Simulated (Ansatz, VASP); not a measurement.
## P in VASP and in Ansatz

```xyz
2
Lattice="0.0000 2.7472 2.7472 2.7472 0.0000 2.7472 2.7472 2.7472 0.0000" Properties=species:S:1:pos:R:3 pbc="T T T"
P     0.6868    0.6868    0.6868
P     4.8076    4.8076    4.8076
```

Alike in both runs: task single point; functional r2SCAN; k mesh 11 × 11 × 11; occupations fermi-dirac, width 0.1 eV; no spin polarisation.

|  | VASP | Ansatz |
| --- | --- | --- |
| version | VASP 6.6.1 | Ansatz 0.2.0 |
| potentials or method | VASP PAW PBE potentials, release 64 (P), cutoff 520 eV | plane waves (500 eV) with PAW, scalar-relativistic |
| valence electrons in the cell | 10 | 10 |

Ansatz gave:

* pressure (GPa): -1.5

Task: Estimate VASP's values.

Result: Pressure (GPa): -1.7.

VASP's potentials were made for PBE, not for r2SCAN.
